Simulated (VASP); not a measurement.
# BiTe (I4mm) in VASP: a series of runs

The runs below take BiTe through single point, with PBE.

All numbers are computed with VASP 6.6.1; they aren't measurements. Logs are shortened: lines on timing, memory, paths and dates and some standing lists are left out, and cuts for length are marked.

### 1 The cell of the first run

It takes space group I4mm (No. 107, tetragonal). The conventional cell has a = 4.598 Å, b = 4.598 Å, c = 6.199 Å, α = 90.00°, β = 90.00°, γ = 90.00°. Within 3.6 Å of Bi (site symmetry 4mm) lie 6 Te at 2.77 to 3.43 Å. Te (site symmetry 4mm) has 6 Bi at 2.77 to 3.43 Å within 3.6 Å.

### 2 Single point, PBE (atoms displaced along a vibrational mode, the cell strained)

File INCAR:

```
SYSTEM = BiTe
PREC     = Accurate       ! precision mode
ENCUT    = 520            ! plane-wave cutoff, eV
EDIFF    = 1E-7           ! SCF threshold, eV
ISMEAR   = 0              ! smearing method
SIGMA    = 0.15           ! smearing width, eV
LREAL    = .False.        ! projectors in reciprocal space
LASPH    = .True.         ! aspherical terms in the spheres
NELM     = 60             ! most SCF steps
ALGO     = Normal         ! electronic algorithm
ISIF     = 2              ! what is computed and relaxed
LWAVE    = .False.        ! write WAVECAR
LCHARG   = .False.        ! write CHGCAR
GGA      = PE             ! functional
NBANDS   = 18             ! bands
```

File KPOINTS:

```
Automatic mesh
0
Gamma
  12 12 12
  0 0 0
```

File POSCAR:

```
BiTe
1.0
    0.0000000000      3.2511939987      3.0993632390
    3.2511939987      0.0000000000      3.0993632390
    3.2511939987      3.2511939987      0.0000000000
Bi Te
1 1
Direct
    0.0203484414      0.0203484414     -0.0203484414
    0.4666737820      0.4666737820      0.5333262180
```

Potentials or basis: VASP PAW PBE potentials, release 64 (Bi_d, Te).

Run with:

```bash
> cat potpaw_PBE.64/Bi_d/POTCAR potpaw_PBE.64/Te/POTCAR > POTCAR
> mpirun -np 1 vasp_std > vasp.out
```

OUTCAR:

```text
SYSTEM = BiTe
   PREC = Accurate
   ENCUT = 520
   EDIFF = 1E-7
   ISMEAR = 0
   LREAL = .False.
   LASPH = .True.
   NELM = 60
   ISIF = 2
   GGA = PE

 ion  position               nearest neighbor table
   1  0.020  0.020  0.980-   2 2.77   2 3.27   2 3.27   2 3.27   2 3.27   2 3.43
   2  0.467  0.467  0.533-   1 2.77   1 3.27   1 3.27   1 3.27   1 3.27   1 3.43

  LATTYP: Found a body centered tetragonal cell.
 ALAT       =     4.5978826469
 C/A-ratio  =     1.3481697890

  Lattice vectors:

 A1 = (   0.0000000000,  -3.2511939987,  -3.0993632390)
 A2 = (   0.0000000000,   3.2511939987,  -3.0993632390)
 A3 = (   3.2511939987,   0.0000000000,   3.0993632390)

Analysis of symmetry for initial positions (statically):
=====================================================================
 Subroutine PRICEL returns:
 Original cell was already a primitive cell.

 Routine SETGRP: Setting up the symmetry group for a
 body centered tetragonal supercell.

 Subroutine GETGRP returns: Found  8 space group operations
 (whereof  8 operations were pure point group operations)
 out of a pool of 16 trial point group operations.

The static configuration has the point symmetry C_4v.

Analysis of symmetry for dynamics (positions and initial velocities):
=====================================================================
 Subroutine PRICEL returns:
 Original cell was already a primitive cell.

 Routine SETGRP: Setting up the symmetry group for a
 body centered tetragonal supercell.

 Subroutine GETGRP returns: Found  8 space group operations
 (whereof  8 operations were pure point group operations)
 out of a pool of 16 trial point group operations.

The dynamic configuration has the point symmetry C_4v.

 Subroutine INISYM returns: Found  8 space group operations
 (whereof  8 operations are pure point group operations),
 and found     1 'primitive' translations

----------------------------------------------------------------------------------------

                                     Primitive cell

  volume of cell :      65.5222

  direct lattice vectors                    reciprocal lattice vectors
     0.000000000  3.251193999  3.099363239    -0.153789654  0.153789654  0.161323460
     3.251193999  0.000000000  3.099363239     0.153789654 -0.153789654  0.161323460
     3.251193999  3.251193999  0.000000000     0.153789654  0.153789654 -0.161323460

  length of vectors
     4.491805306  4.491805306  4.597882647     0.270791015  0.270791015  0.270791015

[... 73 lines left out ...]
   ICHARG =      2    charge: 1-file 2-atom 10-const
   ISPIN  =      1    spin polarized calculation?
   LNONCOLLINEAR =      F non collinear calculations
   LSORBIT =      F    spin-orbit coupling
   LASPH  =      T    aspherical Exc in radial PAW
   ENCUT  =  520.0 eV  38.22 Ry    6.18 a.u.   8.35  8.35  8.55*2*pi/ulx,y,z
   NELM   =     60;   NELMIN=  2; NELMDL= -5     # of ELM steps
   EDIFF  = 0.1E-06   stopping-criterion for ELM
   LREAL  =      F    real-space projection
   EDIFFG = 0.1E-05   stopping-criterion for IOM
   NSW    =      0    number of steps for IOM
   IBRION =     -1    ionic relax: 0-MD 1-quasi-New 2-CG
   NFREE  =      0    steps in history (QN), initial steepest desc. (CG)
   ISIF   =      2    stress and relaxation
   ISYM   =      2    0-nonsym 1-usesym 2-fastsym
   POTIM  = 0.5000    time-step for ionic-motion
   TEBEG  =    0.0;   TEEND  =   0.0 temperature during run
   PSTRESS=    0.0 pullay stress
   NELECT =      21.0000    total number of electrons
   NUPDOWN=      -1.0000    fix difference up-down
   EMIN   =  10.00;   EMAX   =-10.00  energy-range for DOS
   EFERMI =   0.00;   METHOD = LEGACY
   ISMEAR =     0;   SIGMA  =   0.15  broadening in eV -4-tet -1-fermi 0-gaus
   EFERMI_NEDOS =   21; number of points for ismear=-14 and -15
   IALGO  =     38    algorithm
   IMIX   =      4    mixing-type and parameters
     AMIX     =   0.40;   BMIX     =  1.00
     AMIX_MAG =   1.60;   BMIX_MAG =  1.00
  volume/ion in A,a.u.               =      32.76       221.08
  Fermi-wavevector in a.u.,A,eV,Ry     =   1.120345  2.117145 17.077670  1.255173
  Thomas-Fermi vector in A             =   2.256991
   LORBIT       =      0    0 simple, 1 ext, 2 COOP (PROOUT), +10 PAW based schemes
   GGA     = PE    functional components
   LHFCALC =     F    Hartree Fock is set to
   AEXX    =    0.0000 exact exchange contribution
   IVDW    =     0    specifies the selected vdW correction
   LEPSILON=     F    determine dielectric tensor
   LRPA    =     F    only Hartree local field effects (RPA)
 non-spin polarized calculation
 Gauss-broadening in eV      SIGMA  =   0.15
  energy-cutoff  :      520.00
  volume of cell :       65.52
 maximum number of plane-waves:      1788
 NGX is ok and might be reduce to    36
   NGX = 17   NGY = 17   NGZ = 17

 number of electron      20.9999997 magnetization

 Free energy of the ion-electron system (eV)
  ---------------------------------------------------
  ext. energy  EPLUGINS =         0.00000000
  ---------------------------------------------------
  free energy    TOTEN  =        -6.88399817 eV

  energy without entropy =       -6.86915488  energy(sigma->0) =       -6.87657653

 E-fermi :   7.2524     XC(G=0):  -9.5539

 val. band max:        7.2167164520   @ k =   0.5000   0.0833   0.1667
 cond. band min:       7.2563433016   @ k =  -0.2500   0.2500   0.0000
 fundamental gap:      0.0396268497
 Fermi energy:         7.2523973551

 k-point     1 :       0.0000    0.0000    0.0000
  band No.  band energies     occupation
      1     -16.1736      2.00000
      2     -16.1148      2.00000
      3     -16.1148      2.00000
      4     -16.0470      2.00000
      5     -16.0429      2.00000
      6      -6.8951      2.00000
[... 481 lines left out ...]
      5     -16.0405      2.00000
      6      -5.1614      2.00000
[... 10 lines left out ...]
     17      16.9370      0.00000
     18      17.9994      0.00000

 [... further k-points ...]
[... 5 lines left out ...]
  --------------------------------------------------------------------------------------
  -------------------------------------------------------------------------------------
  Total        1.1384507      1.1384507      4.5643500      0.0000000      0.0000000      0.0000000
  in kB       27.8379055     27.8379055    111.6095299      0.0000000      0.0000000      0.0000000
  external PRESSURE =      55.7617803 kB  Pullay stress =       0.0000000 kB

 VOLUME and BASIS-vectors are now :
 -----------------------------------------------------------------------------
  energy-cutoff  :      520.00
  volume of cell :       65.52
      direct lattice vectors                 reciprocal lattice vectors
     0.000000000  3.251193999  3.099363239    -0.153789654  0.153789654  0.161323460
     3.251193999  0.000000000  3.099363239     0.153789654 -0.153789654  0.161323460
     3.251193999  3.251193999  0.000000000     0.153789654  0.153789654 -0.161323460

 POSITION                                       TOTAL-FORCE (eV/Angst)
 -----------------------------------------------------------------------------------
      3.25119      3.25119      0.12613         0.000000      0.000000     -1.618110
      3.25119      3.25119      2.89278         0.000000      0.000000      1.618110
 -----------------------------------------------------------------------------------
    total drift:                               -0.000000     -0.000000      0.000065

  FREE ENERGIE OF THE ION-ELECTRON SYSTEM (eV)
  ---------------------------------------------------
  free  energy   TOTEN  =        -6.8839981716 eV

  energy  without entropy=       -6.8691548809  energy(sigma->0) =       -6.87657653
```

It took 3.6 min on 1 thread of Intel Xeon 8259CL, shared host; peak memory 0.35 GiB.

Results:

* Free energy: -6.8840 eV
* Pressure: 5.6 GPa
* Largest force: 1.618 eV/Å
* Band gap on the k mesh: zero (an odd number of electrons rules out a gap without spin polarisation)

Forces in eV/Å, atoms in the order of the input:
```
Bi   0.000  0.000 -1.618
Te   0.000  0.000  1.618
```

Caveat: the cell differs from its parent crystal (atoms displaced along a vibrational mode, the cell strained); the stress differs along the axes, from 3 to 11 GPa; spin-orbit coupling is left out, which moves the levels of the heavy elements; forces of over 1 eV/Å act on the atoms, so gaps and moduli don't describe the material at rest.

### 3 Single point, PBE (atoms displaced along a vibrational mode, the cell strained)

File INCAR:

```
SYSTEM = BiTe
PREC = Accurate
ENCUT = 520
EDIFF = 1E-7
ISMEAR = 0
SIGMA = 0.15
LREAL = .FALSE.
LASPH = .TRUE.
NELM = 100
ALGO = Normal
ISIF = 2
LWAVE = .FALSE.
LCHARG = .FALSE.
GGA = PE
NBANDS = 18
```

File KPOINTS:

```
regular mesh
0
G
  12 12 12
  0 0 0
```

File POSCAR:

```
BiTe
1.0
    0.0000000000      3.2511939987      3.1754411785
    3.2511939987      0.0000000000      3.1754411785
    3.2511939987      3.2511939987      0.0000000000
Bi Te
1 1
Direct
    0.0101695256      0.0101695256     -0.0101695256
    0.4833445805      0.4833445805      0.5166554195
```

Potentials or basis: VASP PAW PBE potentials, release 64 (Bi_d, Te).

Run with:

```bash
> cat potpaw_PBE.64/Bi_d/POTCAR potpaw_PBE.64/Te/POTCAR > POTCAR
> mpirun -np 1 vasp_std > vasp.out
```

OUTCAR:

```text
SYSTEM = BiTe
   PREC = Accurate
   ENCUT = 520
   EDIFF = 1E-7
   ISMEAR = 0
   LREAL = .FALSE.
   LASPH = .TRUE.
   NELM = 100
   ISIF = 2
   GGA = PE

 ion  position               nearest neighbor table
   1  0.010  0.010  0.990-   2 3.01   2 3.26   2 3.26   2 3.26   2 3.26   2 3.35
   2  0.483  0.483  0.517-   1 3.01   1 3.26   1 3.26   1 3.26   1 3.26   1 3.35

  LATTYP: Found a body centered tetragonal cell.
 ALAT       =     4.5978826469
 C/A-ratio  =     1.3812623864

  Lattice vectors:

 A1 = (   0.0000000000,  -3.2511939987,  -3.1754411785)
 A2 = (   0.0000000000,   3.2511939987,  -3.1754411785)
[... 674 lines left out ...]
      6      -4.9818      2.00000
[... 10 lines left out ...]
     17      16.4399      0.00000
     18      17.4922      0.00000

 [... further k-points ...]
[... 5 lines left out ...]
  --------------------------------------------------------------------------------------
  -------------------------------------------------------------------------------------
  Total        0.3408907      0.3408907      1.5624591      0.0000000      0.0000000      0.0000000
  in kB        8.1359062      8.1359062     37.2906035      0.0000000      0.0000000      0.0000000
  external PRESSURE =      17.8541386 kB  Pullay stress =       0.0000000 kB

 VOLUME and BASIS-vectors are now :
 -----------------------------------------------------------------------------
  energy-cutoff  :      520.00
  volume of cell :       67.13
      direct lattice vectors                 reciprocal lattice vectors
     0.000000000  3.251193999  3.175441178    -0.153789654  0.153789654  0.157458436
     3.251193999  0.000000000  3.175441178     0.153789654 -0.153789654  0.157458436
     3.251193999  3.251193999  0.000000000     0.153789654  0.153789654 -0.157458436

 POSITION                                       TOTAL-FORCE (eV/Angst)
 -----------------------------------------------------------------------------------
      3.25119      3.25119      0.06459         0.000000      0.000000     -0.544694
      3.25119      3.25119      3.06966         0.000000      0.000000      0.544694
 -----------------------------------------------------------------------------------
    total drift:                                0.000000      0.000000     -0.000238

  FREE ENERGIE OF THE ION-ELECTRON SYSTEM (eV)
  ---------------------------------------------------
  free  energy   TOTEN  =        -7.1255422858 eV

  energy  without entropy=       -7.1108395137  energy(sigma->0) =       -7.11819090
```

OSZICAR:

```text
N       E                     dE             d eps       ncg     rms          rms(c)
DAV:   1     0.159305064685E+03    0.15931E+03   -0.98458E+03  5876   0.112E+03
DAV:   2     0.508600475306E+01   -0.15422E+03   -0.15015E+03  6248   0.308E+02
DAV:   3    -0.679481149582E+01   -0.11881E+02   -0.11737E+02  7174   0.894E+01
DAV:   4    -0.713352193289E+01   -0.33871E+00   -0.33769E+00  7168   0.162E+01
DAV:   5    -0.714787954387E+01   -0.14358E-01   -0.14357E-01  8210   0.315E+00    0.670E+00
DAV:   6    -0.712211068865E+01    0.25769E-01   -0.85710E-02  8338   0.182E+00    0.414E+00
DAV:   7    -0.712575637418E+01   -0.36457E-02   -0.27843E-02  6706   0.877E-01    0.498E-01
DAV:   8    -0.712541331854E+01    0.34306E-03   -0.46185E-03  7392   0.450E-01    0.127E-01
DAV:   9    -0.712553977911E+01   -0.12646E-03   -0.42547E-04  6694   0.120E-01    0.389E-02
DAV:  10    -0.712554240921E+01   -0.26301E-05   -0.13280E-05  8208   0.212E-02    0.288E-02
DAV:  11    -0.712554221294E+01    0.19627E-06   -0.48070E-06  6328   0.126E-02    0.852E-03
DAV:  12    -0.712554228579E+01   -0.72852E-07   -0.36895E-07  6900   0.483E-03
   1 F= -.71255423E+01 E0= -.71181909E+01  d E =-.147028E-01
```

Run time: 4 min. Hardware: 1 thread of Intel Xeon 8259CL, shared host; peak memory 0.35 GiB.

What came out:

```yaml
Free_energy: -7.1255 eV
Pressure: 1.8 GPa
Largest_force: 0.545 eV/Å
Band_gap_on_the_k_mesh: zero (an odd number of electrons rules out a gap without spin polarisation)
```

Forces on the atoms (eV/Å):
```
Bi   0.000  0.000 -0.545
Te   0.000  0.000  0.545
```

Levels at points of the mesh, in eV from the Fermi level:
| k point | band 7 | band 8 | band 9 | band 10 | band 11 | band 12 | band 13 | band 14 |
| --- | --- | --- | --- | --- | --- | --- | --- | --- |
| (0.00, 0.00, 0.00) | -8.11 | -2.91 | -2.47 | -2.47 | 1.81 | 1.81 | 2.56 | 4.66 |
| (0.50, 0.00, 0.00) | -11.17 | -2.17 | -2.03 | -1.72 | -0.81 | -0.68 | -0.37 | 7.14 |
| (0.50, 0.50, 0.00) | -10.31 | -5.75 | -4.13 | -4.13 | 2.14 | 3.55 | 3.55 | 5.29 |
| (0.50, 0.00, 0.50) | -9.88 | -5.73 | -4.26 | -3.90 | 1.87 | 3.62 | 3.98 | 4.86 |

Caveat: the cell differs from its parent crystal (atoms displaced along a vibrational mode, the cell strained); spin-orbit coupling is left out, which moves the levels of the heavy elements.

### 4 Single point, PBE (atoms displaced along a vibrational mode, the cell strained)

File INCAR:

```
SYSTEM = BiTe
  PREC = Accurate
  ENCUT = 520
  EDIFF = 1E-7
  ISMEAR = 0
  SIGMA = 0.15
  LREAL = .FALSE.
  LASPH = .TRUE.
  NELM = 60
  ALGO = Normal
  ISIF = 2
  LWAVE = .FALSE.
  LCHARG = .FALSE.
  GGA = PE
  NBANDS = 18
```

File KPOINTS:

```
Automatic mesh
0
G
  12 12 12
  0 0 0
```

File POSCAR:

```
BiTe
1.0
    0.0000000000      3.2511939987      3.1754411785
    3.2511939987      0.0000000000      3.1754411785
    3.2511939987      3.2511939987      0.0000000000
Bi Te
1 1
Direct
    0.0305179670      0.0305179670     -0.0305179670
    0.4500183625      0.4500183625      0.5499816375
```

Run with:

```bash
> cat potpaw_PBE.64/Bi_d/POTCAR potpaw_PBE.64/Te/POTCAR > POTCAR
> mpirun -np 1 vasp_std > vasp.out
```

Wall time 4.6 min (1 thread of Intel Xeon 8259CL, shared host); peak memory 0.35 GiB.

The run converged. Its results:

| Item | Value |
| --- | --- |
| Free energy | -6.6509 eV |
| Pressure | 7.0 GPa |
| Largest force | 2.736 eV/Å |
| Band gap on the k mesh | zero (an odd number of electrons rules out a gap without spin polarisation) |

Forces on the atoms (eV/Å):
```
Bi   0.000  0.000 -2.736
Te   0.000  0.000  2.736
```

Stress tensor (GPa, compression positive):
```
 3.11  0.00  0.00
 0.00  3.11  0.00
 0.00  0.00 14.80
```

Levels at points of the mesh, in eV from the Fermi level:
```csv
k point,band 6,band 7,band 8,band 9,band 10,band 11,band 12,band 13,band 14,band 15
"(0.00, 0.00, 0.00)",-14.23,-8.12,-3.64,-2.47,-2.47,0.74,0.74,2.90,4.62,5.10
"(0.50, 0.00, 0.00)",-12.84,-10.84,-3.19,-2.50,-2.39,-0.63,-0.59,0.60,6.31,7.70
"(0.50, 0.50, 0.00)",-11.73,-11.40,-5.39,-4.41,-4.41,1.93,3.46,3.46,5.68,7.90
"(0.50, 0.00, 0.50)",-12.78,-9.84,-5.98,-4.53,-3.86,0.37,4.41,4.48,4.61,8.20
```

Caveat: the cell differs from its parent crystal (atoms displaced along a vibrational mode, the cell strained); the stress differs along the axes, from 3 to 15 GPa; spin-orbit coupling is left out, which moves the levels of the heavy elements; forces of over 1 eV/Å act on the atoms, so gaps and moduli don't describe the material at rest.

### 5 Single point, PBE (atoms displaced along a vibrational mode, the cell strained)

File INCAR:

```
PREC = Accurate
ENCUT = 520
EDIFF = 1E-6
ISMEAR = 0
SIGMA = 0.15
LREAL = F
LASPH = T
NELM = 80
ALGO = Normal
ISIF = 2
LWAVE = F
LCHARG = F
GGA = PE
NBANDS = 18
```

File KPOINTS:

```
Automatic mesh
0
Gamma
  12 12 12
```

File POSCAR:

```
BiTe
1.0
    0.0000000000      3.2511939987      3.1754411785
    3.2511939987      0.0000000000      3.1754411785
    3.2511939987      3.2511939987      0.0000000000
Bi Te
1 1
Direct
    0.0203484414      0.0203484414     -0.0203484414
    0.4666737820      0.4666737820      0.5333262180
```

Run with:

```bash
> cat potpaw_PBE.64/Bi_d/POTCAR potpaw_PBE.64/Te/POTCAR > POTCAR
> mpirun -np 1 vasp_std > vasp.out
```

Run time: 3.9 min. Hardware: 1 thread of Intel Xeon 8259CL, shared host; peak memory 0.35 GiB.

Results (log left out):

| Quantity | Value |
| --- | --- |
| Free energy | -6.9752 eV |
| Pressure | 3.7 GPa |
| Largest force | 1.263 eV/Å |
| Band gap on the k mesh | zero (an odd number of electrons rules out a gap without spin polarisation) |

Forces on the atoms (eV/Å):
```
Bi   0.000  0.000 -1.263
Te   0.000  0.000  1.263
```

Stress tensor (GPa, compression positive):
```
1.97 0.00 0.00
0.00 1.97 0.00
0.00 0.00 7.14
```

Levels at points of the mesh, in eV from the Fermi level:
| k point | band 6 | band 7 | band 8 | band 9 | band 10 | band 11 | band 12 | band 13 | band 14 | band 15 |
| --- | --- | --- | --- | --- | --- | --- | --- | --- | --- | --- |
| (0.00, 0.00, 0.00) | -13.94 | -8.18 | -3.28 | -2.52 | -2.52 | 1.31 | 1.31 | 2.62 | 4.65 | 4.80 |
| (0.50, 0.00, 0.00) | -12.33 | -11.06 | -2.72 | -2.26 | -2.07 | -0.76 | -0.71 | 0.01 | 6.70 | 7.83 |
| (0.50, 0.50, 0.00) | -11.69 | -10.85 | -5.67 | -4.29 | -4.29 | 2.01 | 3.46 | 3.46 | 5.37 | 8.51 |
| (0.50, 0.00, 0.50) | -12.35 | -9.92 | -5.88 | -4.45 | -3.93 | 1.12 | 4.00 | 4.07 | 4.71 | 8.42 |

Caveat: the cell differs from its parent crystal (atoms displaced along a vibrational mode, the cell strained); the stress differs along the axes, from 2 to 7 GPa; spin-orbit coupling is left out, which moves the levels of the heavy elements; forces of over 1 eV/Å act on the atoms, so gaps and moduli don't describe the material at rest.

### 6 Summary

| cell | gap on the mesh (eV) | pressure (GPa) | largest force (eV/Å) |
| --- | --- | --- | --- |
| a = 4.492, b = 4.492, c = 4.598 Å, angles 59.2, 59.2, 61.6°, 2 atoms, atomic positions A | none | 5.6 | 1.62 |
| a = 4.545, b = 4.545, c = 4.598 Å, angles 59.6, 59.6, 60.8°, 2 atoms, atomic positions B | none | 1.8 | 0.54 |
| a = 4.545, b = 4.545, c = 4.598 Å, angles 59.6, 59.6, 60.8°, 2 atoms, atomic positions C | none | 7.0 | 2.74 |
| a = 4.545, b = 4.545, c = 4.598 Å, angles 59.6, 59.6, 60.8°, 2 atoms, atomic positions A | none | 3.7 | 1.26 |

Alike in all rows: task single point; level PBE; potentials or basis VASP PAW PBE potentials, release 64 (Bi_d, Te); no spin polarisation; k mesh 12 × 12 × 12; cutoff (eV) 520; smearing gaussian 0.15 eV.

Caveats: spin-orbit coupling is left out, which moves the levels of the heavy elements; forces of over 1 eV/Å act on the atoms, so gaps and moduli don't describe the material at rest (at least some runs); the stress differs along the axes, from 3 to 11 GPa (at least some runs); the stress differs along the axes, from 3 to 15 GPa (at least some runs); the stress differs along the axes, from 2 to 7 GPa (at least some runs).

Total energies depend on the potentials used, so only differences within one code and one set of settings carry meaning.

The gap in the log of VASP goes by the Fermi energy; the results here count the filled bands.